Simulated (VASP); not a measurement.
GeBr5, 6 atoms in the cell. It takes space group P-62m (No. 189, hexagonal). Conventional cell: a = 9.667 Å, b = 9.667 Å, c = 3.158 Å, α = 90.00°, β = 90.00°, γ = 120.00°. Ge (site symmetry -62m) has 6 Br at 2.60 Å and 2 Ge at 3.16 Å within 3.4 Å. Br (site symmetry -6) has 8 Br at 3.16 to 4.24 Å within 4.3 Å. Br (site symmetry m2m) has 2 Ge at 2.60 Å and 2 Br at 3.16 Å within 3.4 Å. The cell was generated, and may not be a known phase.

| Quantity | Value |
| --- | --- |
| Program | VASP 6.6.1 |
| Task | single point |
| Functional | PBE |
| Potentials or basis | VASP PAW PBE potentials, release 64 (Ge_d, Br) |
| Cutoff | 520 eV |
| k mesh | 6 × 6 × 12 |
| Occupations | gaussian, width 0.1 eV |
| Spin | no spin polarisation |
| Dipole correction | no |
| Further INCAR settings | ALGO = Fast; EDIFF = 1e-06; NBANDS = 34 |

Potentials or basis: VASP PAW PBE potentials, release 64 (Ge_d, Br).

Launch:

```sh
$ cat potpaw_PBE.64/Ge_d/POTCAR potpaw_PBE.64/Br/POTCAR > POTCAR
$ mpirun -np 1 vasp_std > vasp.out
```

Hardware: 1 thread of Oxide Virtual Turin-like Processor (shared host).

Problem. Estimate the wall time of this run.

Solution. It took 10 min on 1 thread of Oxide Virtual Turin-like Processor, with other jobs on the host, peak memory 0.53 GiB. Counts: scf iterations 15, k points 49.
